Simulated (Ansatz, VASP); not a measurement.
## Cs: VASP beside Ansatz

INCAR

```
PREC = Accurate ; ENCUT = 520
EDIFF = 1E-6 ; ISMEAR = -1
SIGMA = 0.08 ; LREAL = F
LASPH = T ; NELM = 100
ALGO = Normal ; ISIF = 2
LWAVE = F ; LCHARG = F
GGA = PE ; NBANDS = 16
```

Contents of KPOINTS:

```
regular mesh
0
Gamma
  6 6 6
```

File POSCAR:

```
Cs
1.0
    0.0000000000      5.3051878442      5.3051878442
    5.3051878442      0.0000000000      5.3051878442
    5.3051878442      5.3051878442      0.0000000000
Cs
2
Direct
   -0.1250000000     -0.1250000000     -0.1250000000
    0.1250000000      0.1250000000      0.1250000000
```

Input for Ansatz:

```yaml
crystal:
  lattice:
    - [0.0, 5.3051878442, 5.3051878442]
    - [5.3051878442, 0.0, 5.3051878442]
    - [5.3051878442, 5.3051878442, 0.0]
  atoms:
    - { symbol: Cs, position: [-0.125, -0.125, -0.125] }
    - { symbol: Cs, position: [0.125, 0.125, 0.125] }
kpoints:
  mp_grid: { grid: [6, 6, 6] }
scf:
  occupations: { method: fermi_dirac, width: 0.08 }
hamiltonian:
  xc: pbe
  pseudopotentials: { kind: all_electron, lapw: { basis_error: 0.001 } }
output:
  forces: true
  stress: true
  eigenvalues: true
  populations: true
```

Change from the starting cell: volume scaled by 0.8, LAPW.

Alike in both runs: task single point; functional PBE; k mesh 6 × 6 × 6; occupations fermi-dirac, width 0.08 eV; no spin polarisation.

|  | VASP | Ansatz |
| --- | --- | --- |
| version | VASP 6.6.1 | Ansatz 0.2.0 |
| potentials or method | VASP PAW PBE potentials, release 64 (Cs_sv), cutoff 520 eV | all-electron LAPW, scalar-relativistic |

```csv
,VASP,Ansatz,Ansatz less VASP
pressure (GPa),0.2,0.2,+0.01
```

Ansatz ran all-electron here, and VASP with PAW potentials.

Spin-orbit coupling is off throughout.
